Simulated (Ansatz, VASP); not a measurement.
## SiSb: VASP beside Ansatz

```
CELL_PARAMETERS angstrom
4.04559 0.00000 0.00000
-2.02280 3.50358 0.00000
0.00000 0.00000 8.24696
ATOMIC_POSITIONS crystal
Si 0.00000 0.00000 0.85886
Si 0.00000 0.00000 0.14114
Sb 0.33333 0.66667 0.71372
Sb 0.66667 0.33333 0.28628
```

Alike in both runs: functional PBE; k mesh 6 × 6 × 4; occupations gaussian, width 0.1 eV; no spin polarisation.

Ansatz relaxed the structure, and its values are those at the end. VASP's run is a single point on that final structure, the one shown.

```csv
,VASP,Ansatz
version,VASP 6.6.1,Ansatz 0.2.0
potentials or method,"VASP PAW PBE potentials, release 64 (Si, Sb), cutoff 520 eV","scalar-relativistic, plane waves, PAW"
valence electrons in the cell,18,38
```

|  | VASP | Ansatz | Ansatz less VASP |
| --- | --- | --- | --- |
| gap on the k mesh at the Fermi level (eV) | 0.11 | 0.13 | +0.024 |
| least direct gap on the mesh (eV) | 0.70 | 0.76 | +0.057 |
| pressure (GPa) | 0.5 | 0.3 | -0.18 |
| rms of the force components (eV/Å) | 0.028 | 0.010 | -0.0174 |

VASP's potentials hold 18 valence electrons a cell and Ansatz's 38, so a difference there can come from the potentials and not from the codes.

Neither program's run includes spin-orbit coupling.
